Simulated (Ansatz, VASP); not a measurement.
# Two plane-wave programs on CuI

INCAR

```
PREC = Accurate ; ENCUT = 520
EDIFF = 1E-6 ; ISMEAR = -1
SIGMA = 0.02 ; LREAL = False
LASPH = True ; NELM = 100
ALGO = Normal ; ISIF = 2
LWAVE = False ; LCHARG = False
GGA = PE ; IBRION = 2
NSW = 80 ; EDIFFG = -0.02
```

KPOINTS

```
regular mesh
0
Gamma
  8 8 8
```

File POSCAR:

```
CuI
1.0
    0.0000000000      3.0315000000      3.0315000000
    3.0315000000      0.0000000000      3.0315000000
    3.0315000000      3.0315000000      0.0000000000
Cu I
1 1
Direct
    0.2500000000      0.2500000000      0.2500000000
    0.0000000000      0.0000000000      0.0000000000
```

Input for Ansatz:

```yaml
crystal:
  lattice:
    - [0.0, 3.0315, 3.0315]
    - [3.0315, 0.0, 3.0315]
    - [3.0315, 3.0315, 0.0]
  atoms:
    - { symbol: Cu, position: [0.25, 0.25, 0.25] }
    - { symbol: I, position: [0.0, 0.0, 0.0] }
kpoints:
  mp_grid: { grid: [8, 8, 8] }
scf:
  occupations: { method: fermi_dirac, width: 0.02 }
hamiltonian:
  xc: pbe
  pseudopotentials: { kind: paw }
output:
  forces: true
  stress: true
  populations: true
  efg:
    quadrupole_moments_barn: { Cu: -0.22, I: -0.68822 }
    contact_densities: true
  write_density: true
  write_potential: true
  elf: true
  volumetric_format: npy
relax:
  f_tol: 0.02
  max_steps: 60
```

Alike in both runs: task relaxation of the atoms; functional PBE; k mesh 8 × 8 × 8; occupations fermi-dirac, width 0.02 eV; no spin polarisation.

|  | VASP | Ansatz |
| --- | --- | --- |
| version | VASP 6.6.1 | Ansatz 0.2.0 |
| potentials or method | VASP PAW PBE potentials, release 64 (Cu, I) | plane-wave PAW, scalar-relativistic |
| plane-wave cutoff (eV) | 520 | 420 |
| valence electrons in the cell | 18 | 36 |

```csv
,VASP,Ansatz,Ansatz less VASP
"gap on the k mesh at the Fermi level, each at its own relaxed structure (eV)",1.14,1.12,-0.022
```

VASP's potentials hold 18 valence electrons a cell and Ansatz's 36, so a difference there can come from the potentials and not from the codes. Ansatz's warnings: stress scf threshold loose.

Spin-orbit coupling is off throughout. Noted on VASP's run: the relaxation stopped at its first step, so nothing moved.
